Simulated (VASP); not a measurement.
Runs of VASP 6.6.1 on Sn. It takes space group Fd-3m (No. 227, cubic). Conventional cell: a = 6.467 Å, b = 6.467 Å, c = 6.467 Å, α = 90.00°, β = 90.00°, γ = 90.00°. Within 3.7 Å of Sn (site symmetry -43m) lie 4 Sn at 2.80 Å. This isn't the form of Sn at room conditions, which is tetragonal (white tin).

```csv
level,cutoff (eV),gap on the mesh (eV),pressure (GPa)
BLYP,500,none,6.5
r2SCAN,550,none,(a)
PBE,500,none,3.8
revPBE,500,none,4.8
```

Alike in all rows: task single point; potentials or basis VASP PAW PBE potentials, release 64 (Sn_d); no spin polarisation; cell as given; k mesh 8 × 8 × 8; smearing gaussian 0.1 eV.

Q: Estimate the missing entries.

A: (a) 2.2.

Caveats: spin-orbit coupling is left out, which moves the levels of the heavy elements; the cell stands under pressure (at least some runs); the PAW data sets were made with another functional, which shifts forces and pressure a little (at least some runs).

A k mesh can miss the band edges, and the runs leave out spin-orbit coupling on Sn.

A gap of «none» marks levels without a gap at the run's occupations.
